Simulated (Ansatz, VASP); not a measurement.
# Two plane-wave programs on KBr

The input INCAR:

```
  PREC = Accurate
  ENCUT = 500
  EDIFF = 1E-6
  ISMEAR = 0
  SIGMA = 0.01
  LREAL = False
  LASPH = True
  NELM = 120
  ALGO = Normal
  ISIF = 2
  LWAVE = False
  LCHARG = False
  NBANDS = 15
  GGA_COMPAT = False
```

KPOINTS

```
Automatic mesh
0
Gamma
  4 4 4
```

The input POSCAR:

```
KBr
1.0
    0.0000000000      3.3022478201      3.3022478201
    3.3022478201      0.0000000000      3.3022478201
    3.3022478201      3.3022478201      0.0000000000
K Br
1 1
Direct
    0.0000000000      0.0000000000      0.0000000000
    0.5000000000      0.5000000000      0.5000000000
```

Input for Ansatz:

```yaml
crystal:
  lattice:
    - [0.0, 3.3022478201, 3.3022478201]
    - [3.3022478201, 0.0, 3.3022478201]
    - [3.3022478201, 3.3022478201, 0.0]
  atoms:
    - { symbol: K, position: [0.0, 0.0, 0.0] }
    - { symbol: Br, position: [0.5, 0.5, 0.5] }
kpoints:
  mp_grid: { grid: [4, 4, 4] }
hamiltonian:
  xc: lda
scf:
  occupations: { method: fixed }
  n_extra_bands: 4
output:
  forces: true
  stress: true
  eigenvalues: true
```

Alike in both runs: task single point; functional LDA; k mesh 4 × 4 × 4; no spin polarisation.

|  | VASP | Ansatz |
| --- | --- | --- |
| version | VASP 6.6.1 | Ansatz 0.2.0 |
| potentials or method | VASP PAW LDA potentials, release 64 (K_sv, Br) | plane waves |
| plane-wave cutoff (eV) | 500 | 420 |
| occupations | gaussian, width 0.01 eV | fixed |
| valence electrons in the cell | 16 | 16 |

|  | VASP | Ansatz | Ansatz less VASP |
| --- | --- | --- | --- |
| gap on the k mesh at the Fermi level (eV) | 4.03 | 4.02 | -0.008 |
| pressure (GPa) | -1.6 | -1.7 | -0.04 |

LDA's correlation is that of Perdew and Zunger in VASP and of Perdew and Wang (1992) in Ansatz.
